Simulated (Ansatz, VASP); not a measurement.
## One calculation of Si5C3, two programs

```
CELL_PARAMETERS angstrom
-4.67935 4.67989 -0.00013
-4.67917 0.00005 4.67892
0.03594 4.71570 4.71491
ATOMIC_POSITIONS crystal
C 0.98872 0.99115 0.02989
C 0.49892 0.99591 0.00496
C 0.99394 0.50092 0.00502
C 0.49888 0.50099 0.00496
C 0.50000 0.50151 0.49759
C 0.88876 0.89215 0.32814
Si 0.98398 0.98599 0.48658
Si 0.54124 0.98645 0.48666
Si 0.98378 0.54465 0.48653
Si 0.39505 0.85302 0.35520
Si 0.85148 0.39712 0.35525
Si 0.86068 0.86275 0.90775
Si 0.39484 0.39756 0.35520
Si 0.36736 0.86281 0.90782
Si 0.86066 0.36968 0.90770
Si 0.37204 0.37400 0.88071
```

Alike in both runs: task single point; functional PBE; k mesh 6 × 6 × 6; occupations gaussian, width 0.1 eV; no spin polarisation.

|  | VASP | Ansatz |
| --- | --- | --- |
| version | VASP 6.6.1 | Ansatz 0.2.0 |
| potentials or method | VASP PAW PBE potentials, release 64 (C, Si), cutoff 520 eV | scalar-relativistic, plane waves, PAW |
| valence electrons in the cell | 64 | 64 |

```csv
,VASP,Ansatz,Ansatz less VASP
gap on the k mesh at the Fermi level (eV),0.18,0.18,+0.001
least direct gap on the mesh (eV),0.18,0.18,+0.001
pressure (GPa),-0.1,-0.1,+0.04
"traceless stress, the component that is largest in VASP (GPa)",-0.09,-0.07,+0.012
rms of the force components (eV/Å),0.014,0.013,-0.0008
```

Atom by atom the forces differ by 0.006 eV/Å (rms over components).
